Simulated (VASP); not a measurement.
# BP (F-43m) in VASP: notebook

BP is run at these levels: BLYP; tasks: single point.

Everything below comes from runs of VASP 6.6.1. Logs are shortened: lines on timing, memory, paths and dates and some standing lists are left out, and cuts for length are marked.

### Step 1. The cell of the first run

It takes space group F-43m (No. 216, cubic). Conventional cell: a = 4.445 Å, b = 4.445 Å, c = 4.445 Å, α = 90.00°, β = 90.00°, γ = 90.00°. P (site symmetry -43m) has 4 B at 1.92 Å within 2.6 Å. Within 2.6 Å of B (site symmetry -43m) lie 4 P at 1.92 Å.

### Step 2. Single point, BLYP

File INCAR:

```
PREC = Accurate ; ENCUT = 520
EDIFF = 1E-7 ; ISMEAR = -1
SIGMA = 0.05 ; LREAL = F
LASPH = T ; NELM = 60
ALGO = Normal ; ISIF = 2
LWAVE = F ; LCHARG = T
GGA = B5 ; ALDAX = 1.0
AGGAX = 1.0 ; AGGAC = 1.0
ALDAC = 0.0 ; LELF = T
LVHAR = T ; NBANDS = 11
```

File KPOINTS:

```
Automatic mesh
0
Gamma
  10 10 10
```

File POSCAR:

```
BP
1.0
    0.0000000000      2.2226808807      2.2226808807
    2.2226808807      0.0000000000      2.2226808807
    2.2226808807      2.2226808807      0.0000000000
P B
1 1
Direct
    0.7500000000      0.7500000000      0.7500000000
    0.0000000000      0.0000000000      0.0000000000
```

Potentials or basis: VASP PAW PBE potentials, release 64 (P, B).

Launch:

```console
$ cat potpaw_PBE.64/P/POTCAR potpaw_PBE.64/B/POTCAR > POTCAR
$ mpirun -np 1 vasp_std > vasp.out
```

OUTCAR:

```text
PREC = Accurate
   ENCUT = 520
   EDIFF = 1E-7
   ISMEAR = -1
   LREAL = F
   LASPH = T
   NELM = 60
   ISIF = 2
   GGA = B5

 ion  position               nearest neighbor table
   1  0.750  0.750  0.750-   2 1.92   2 1.92   2 1.92   2 1.92
   2  0.000  0.000  0.000-   1 1.92   1 1.92   1 1.92   1 1.92

  LATTYP: Found a face centered cubic cell.
 ALAT       =     4.4453617614

  Lattice vectors:

 A1 = (   0.0000000000,   2.2226808807,   2.2226808807)
 A2 = (   2.2226808807,   0.0000000000,   2.2226808807)
 A3 = (   2.2226808807,   2.2226808807,   0.0000000000)

Analysis of symmetry for initial positions (statically):
=====================================================================
 Subroutine PRICEL returns:
 Original cell was already a primitive cell.

 Routine SETGRP: Setting up the symmetry group for a
 face centered cubic supercell.

 Subroutine GETGRP returns: Found 24 space group operations
 (whereof 24 operations were pure point group operations)
 out of a pool of 48 trial point group operations.

The static configuration has the point symmetry T_d .

Analysis of symmetry for dynamics (positions and initial velocities):
=====================================================================
 Subroutine PRICEL returns:
 Original cell was already a primitive cell.

 Routine SETGRP: Setting up the symmetry group for a
 face centered cubic supercell.

 Subroutine GETGRP returns: Found 24 space group operations
 (whereof 24 operations were pure point group operations)
 out of a pool of 48 trial point group operations.

The dynamic configuration has the point symmetry T_d .

 Subroutine INISYM returns: Found 24 space group operations
 (whereof 24 operations are pure point group operations),
 and found     1 'primitive' translations

----------------------------------------------------------------------------------------

                                     Primitive cell

  volume of cell :      21.9615

  direct lattice vectors                    reciprocal lattice vectors
     0.000000000  2.222680881  2.222680881    -0.224953570  0.224953570  0.224953570
     2.222680881  0.000000000  2.222680881     0.224953570 -0.224953570  0.224953570
     2.222680881  2.222680881  0.000000000     0.224953570  0.224953570 -0.224953570

  length of vectors
     3.143345446  3.143345446  3.143345446     0.389631013  0.389631013  0.389631013

  position of ions in fractional coordinates (direct lattice)
     0.750000000  0.750000000  0.750000000
     0.000000000  0.000000000  0.000000000

  ion indices of the primitive-cell ions
   primitive index   ion index
                 1           1
                 2           2

----------------------------------------------------------------------------------------

 KPOINTS: Automatic mesh

Automatic generation of k-mesh.
 Grid dimensions read from file:
 generate k-points for:   10   10   10

 Generating k-lattice:

  Cartesian coordinates                     Fractional coordinates (reciprocal lattice)
    -0.022495357  0.022495357  0.022495357     0.100000000  0.000000000  0.000000000
     0.022495357 -0.022495357  0.022495357     0.000000000  0.100000000  0.000000000
     0.022495357  0.022495357 -0.022495357     0.000000000  0.000000000  0.100000000

  Length of vectors
     0.038963101  0.038963101  0.038963101

  Shift w.r.t. Gamma in fractional coordinates (k-lattice)
     0.000000000  0.000000000  0.000000000

 Subroutine IBZKPT returns following result:
 ===========================================

 Found     47 irreducible k-points:

 Following reciprocal coordinates:
            Coordinates               Weight
  0.000000  0.000000  0.000000      1.000000
  0.100000  0.000000  0.000000      8.000000
  0.200000  0.000000  0.000000      8.000000
  0.300000  0.000000  0.000000      8.000000
  0.400000  0.000000  0.000000      8.000000
  0.500000  0.000000  0.000000      4.000000
[... 16 lines left out ...]
  0.300000  0.300000  0.000000      6.000000
  0.400000  0.300000  0.000000     24.000000
 [... further k-points ...]
   k-points           NKPTS =     47   k-points in BZ     NKDIM =     47   number of bands    NBANDS=     11
   number of dos      NEDOS =    301   number of ions     NIONS =      2
   total plane-waves  NPLWV =  13824
   dimension x,y,z NGX =    24 NGY =   24 NGZ =   24
   dimension x,y,z NGXF=    48 NGYF=   48 NGZF=   48
   ions per type =               1   1
   NGX,Y,Z   is equivalent  to a cutoff of  12.69, 12.69, 12.69 a.u.
   NGXF,Y,Z  is equivalent  to a cutoff of  25.39, 25.39, 25.39 a.u.
 SYSTEM =  unknown system
   PREC   = accura    normal or accurate (medium, high low for compatibility)
   ISTART =      0    job   : 0-new  1-cont  2-samecut
   ICHARG =      2    charge: 1-file 2-atom 10-const
   ISPIN  =      1    spin polarized calculation?
   LNONCOLLINEAR =      F non collinear calculations
   LSORBIT =      F    spin-orbit coupling
   LASPH  =      T    aspherical Exc in radial PAW
   ENCUT  =  520.0 eV  38.22 Ry    6.18 a.u.   5.84  5.84  5.84*2*pi/ulx,y,z
   NELM   =     60;   NELMIN=  2; NELMDL= -5     # of ELM steps
   EDIFF  = 0.1E-06   stopping-criterion for ELM
   LREAL  =      F    real-space projection
   EDIFFG = 0.1E-05   stopping-criterion for IOM
   NSW    =      0    number of steps for IOM
   IBRION =     -1    ionic relax: 0-MD 1-quasi-New 2-CG
   NFREE  =      0    steps in history (QN), initial steepest desc. (CG)
   ISIF   =      2    stress and relaxation
   ISYM   =      2    0-nonsym 1-usesym 2-fastsym
   POTIM  = 0.5000    time-step for ionic-motion
   TEBEG  =    0.0;   TEEND  =   0.0 temperature during run
   PSTRESS=    0.0 pullay stress
   NELECT =       8.0000    total number of electrons
   NUPDOWN=      -1.0000    fix difference up-down
   EMIN   =  10.00;   EMAX   =-10.00  energy-range for DOS
[... 5 lines left out ...]
     AMIX     =   0.40;   BMIX     =  1.00
     AMIX_MAG =   1.60;   BMIX_MAG =  1.00
  volume/ion in A,a.u.               =      10.98        74.10
  Fermi-wavevector in a.u.,A,eV,Ry     =   1.169188  2.209445 18.599175  1.367001
  Thomas-Fermi vector in A             =   2.305664
   LORBIT       =      0    0 simple, 1 ext, 2 COOP (PROOUT), +10 PAW based schemes
   GGA     = B5    functional components
   LHFCALC =     F    Hartree Fock is set to
   AEXX    =    0.0000 exact exchange contribution
   IVDW    =     0    specifies the selected vdW correction
   LEPSILON=     F    determine dielectric tensor
   LRPA    =     F    only Hartree local field effects (RPA)
 non-spin polarized calculation
  energy-cutoff  :      520.00
  volume of cell :       21.96
 maximum number of plane-waves:       609
   NGX = 11   NGY = 11   NGZ = 11

 number of electron       8.0000000 magnetization

 Free energy of the ion-electron system (eV)
  ---------------------------------------------------
  ext. energy  EPLUGINS =         0.00000000
  ---------------------------------------------------
  free energy    TOTEN  =       -11.46285361 eV

  energy without entropy =      -11.46285361  energy(sigma->0) =      -11.46285361

 E-fermi :   9.2427     XC(G=0): -10.4800

 val. band max:        8.5282795643   @ k =   0.0000   0.0000   0.0000
 cond. band min:       9.9949259868   @ k =   0.4000   0.4000   0.0000
 fundamental gap:      1.4666464225
 Fermi energy:         9.2426846494

 k-point     1 :       0.0000    0.0000    0.0000
  band No.  band energies     occupation
      1      -7.3101      2.00000
      2       8.5283      2.00000
      3       8.5283      2.00000
      4       8.5283      2.00000
      5      12.2177      0.00000
      6      12.2177      0.00000
      7      12.2177      0.00000
      8      16.9755      0.00000
      9      20.9080      0.00000
     10      21.1060      0.00000
     11      21.1060      0.00000

 k-point     2 :       0.1000    0.0000    0.0000
  band No.  band energies     occupation
      1      -7.1224      2.00000
      2       7.2346      2.00000
      3       8.2329      2.00000
      4       8.2329      2.00000
      5      12.6335      0.00000
      6      12.6335      0.00000
      7      12.6899      0.00000
      8      17.4266      0.00000
      9      20.4126      0.00000
     10      20.4126      0.00000
     11      21.4898      0.00000

 k-point     3 :       0.2000    0.0000    0.0000
  band No.  band energies     occupation
      1      -6.5662      2.00000
      2       4.8525      2.00000
      3       7.6651      2.00000
      4       7.6651      2.00000
      5      12.9983      0.00000
      6      13.3707      0.00000
      7      13.3707      0.00000
      8      18.4314      0.00000
      9      19.7989      0.00000
     10      19.7989      0.00000
     11      22.3581      0.00000

 k-point     4 :       0.3000    0.0000    0.0000
  band No.  band energies     occupation
      1      -5.6706      2.00000
      2       2.4234      2.00000
      3       7.1640      2.00000
      4       7.1640      2.00000
      5      12.9813      0.00000
      6      13.6974      0.00000
      7      13.6974      0.00000
      8      19.1728      0.00000
      9      20.4142      0.00000
     10      20.4142      0.00000
     11      22.6680      0.00000

 k-point     5 :       0.4000    0.0000    0.0000
  band No.  band energies     occupation
      1      -4.5476      2.00000
      2       0.3232      2.00000
      3       6.8453      2.00000
      4       6.8453      2.00000
      5      12.9033      0.00000
      6      13.6109      0.00000
      7      13.6109      0.00000
      8      19.2896      0.00000
      9      22.1912      0.00000
     10      22.1912      0.00000
     11      23.5453      0.00000
[... 211 lines left out ...]
 k-point    21 :      -0.3000    0.2000    0.0000
  band No.  band energies     occupation
      1      -4.3178      2.00000
      2       1.4222      2.00000
      3       3.7797      2.00000
      4       6.5708      2.00000
      5      12.7524      0.00000
      6      15.0362      0.00000
      7      15.9330      0.00000
      8      18.5147      0.00000
      9      19.3194      0.00000
     10      21.8683      0.00000
     11      26.4406      0.00000

 k-point    22 :      -0.2000    0.2000    0.0000
  band No.  band energies     occupation
      1      -5.3668      2.00000
      2       3.2313      2.00000
      3       4.2646      2.00000
      4       7.2668      2.00000
      5      13.3653      0.00000
      6      14.1980      0.00000
      7      15.3351      0.00000
      8      17.5298      0.00000
      9      18.3963      0.00000
     10      22.8505      0.00000
     11      25.3339      0.00000

 k-point    23 :       0.3000    0.3000    0.0000
  band No.  band energies     occupation
      1      -5.1055      2.00000
      2       3.7031      2.00000
      3       5.2240      2.00000
      4       5.2240      2.00000
      5      10.2919      0.00000
      6      12.7623      0.00000
      7      17.8827      0.00000
      8      17.8827      0.00000
      9      22.4820      0.00000
     10      23.4578      0.00000
     11      26.1477      0.00000

 k-point    24 :       0.4000    0.3000    0.0000
  band No.  band energies     occupation
      1      -4.2423      2.00000
      2       2.3244      2.00000
      3       4.3793      2.00000
      4       4.9189      2.00000
      5      10.5813      0.00000
      6      12.4614      0.00000
      7      18.5267      0.00000
      8      18.5706      0.00000
      9      23.3366      0.00000
     10      24.3874      0.00000
     11      26.6850      0.00000

 [... further k-points ...]
[... 5 lines left out ...]
  --------------------------------------------------------------------------------------
  -------------------------------------------------------------------------------------
  Total        2.4272241      2.4272241      2.4272241     -0.0000000     -0.0000000      0.0000000
  in kB      177.0757652    177.0757652    177.0757652     -0.0000000     -0.0000000      0.0000000
  external PRESSURE =     177.0757652 kB  Pullay stress =       0.0000000 kB

 VOLUME and BASIS-vectors are now :
 -----------------------------------------------------------------------------
  energy-cutoff  :      520.00
  volume of cell :       21.96
      direct lattice vectors                 reciprocal lattice vectors
     0.000000000  2.222680881  2.222680881    -0.224953570  0.224953570  0.224953570
     2.222680881  0.000000000  2.222680881     0.224953570 -0.224953570  0.224953570
     2.222680881  2.222680881  0.000000000     0.224953570  0.224953570 -0.224953570

 POSITION                                       TOTAL-FORCE (eV/Angst)
 -----------------------------------------------------------------------------------
      3.33402      3.33402      3.33402        -0.000000     -0.000000     -0.000000
      0.00000      0.00000      0.00000         0.000000      0.000000      0.000000
 -----------------------------------------------------------------------------------
    total drift:                                0.000000      0.000000      0.000000

  FREE ENERGIE OF THE ION-ELECTRON SYSTEM (eV)
  ---------------------------------------------------
  free  energy   TOTEN  =       -11.4628536143 eV

  energy  without entropy=      -11.4628536081  energy(sigma->0) =      -11.46285361
```

Wall time 14 s (1 thread of AMD EPYC 7R43 (Zen 3), shared host); peak memory 0.1 GiB.

What came out:

```
Free energy            : -11.4629 eV
Pressure               : 17.7 GPa
Band gap on the k mesh : 1.47 eV, indirect (least direct gap 3.69 eV)
```

Caveat: the PAW data sets were made with another functional, which shifts forces and pressure a little.

(Part 1 of 2 ends here.)
